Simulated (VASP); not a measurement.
Write the native input for VASP 6.6.1 that does the following.

```
Task                   : single point
Functional             : PBE
Potentials or basis    : VASP PAW PBE potentials, release 64 (Al, B, Ru_sv)
Cutoff                 : 600 eV
k mesh                 : 6 × 6 × 4
Occupations            : gaussian, width 0.1 eV
Spin                   : no spin polarisation
Dipole correction      : no
Further INCAR settings : ALGO = Normal; EDIFF = 1e-06; NBANDS = 38
```

The structure of AlB2Ru3 lies in POSCAR:

```
AlB2Ru3
1.0
    3.8332263781      0.0000000000      0.0000000000
    0.0000000000      3.8332263781      0.0000000000
    0.0000000000      0.0000000000      7.1811454683
Al B Ru
1 2 3
Direct
    0.5000000000      0.5000000000      0.0000000000
    0.5000000000      0.0000000000      0.5000000000
    0.0000000000      0.5000000000      0.5000000000
    0.0000000000      0.0000000000      0.5000000000
    0.0000000000      0.0000000000      0.8457348657
    0.0000000000      0.0000000000      0.1542651343
```

The cell was built from a structure type or drawn by symmetry, and may not be a known phase.

The input as run:

INCAR

```
SYSTEM = AlB2Ru3
PREC = Accurate
ENCUT = 600
EDIFF = 1E-6
ISMEAR = 0
SIGMA = 0.1
LREAL = .False.
LASPH = .True.
NELM = 120
ALGO = Normal
ISIF = 2
LWAVE = .False.
LCHARG = .True.
GGA = PE
LELF = .True.
LVHAR = .True.
NBANDS = 38
GGA_COMPAT = .False.
```

KPOINTS

```
regular mesh
0
Gamma
  6 6 4
  0 0 0
```

Potentials or basis: VASP PAW PBE potentials, release 64 (Al, B, Ru_sv).

Launch:

```console
$ cat potpaw_PBE.64/Al/POTCAR potpaw_PBE.64/B/POTCAR potpaw_PBE.64/Ru_sv/POTCAR > POTCAR
$ mpirun -np 1 vasp_std > vasp.out
```

Results of the run:

```json
{"Pressure": "0.0 GPa", "Largest force": "0.005 eV/Å", "Band gap on the k mesh": "zero (an odd number of electrons rules out a gap without spin polarisation)"}
```

Run time: 2.5 min on 1 thread of Intel(R) Xeon(R) Platinum 8488C (Sapphire Rapids), on a shared host, peak memory 0.31 GiB.
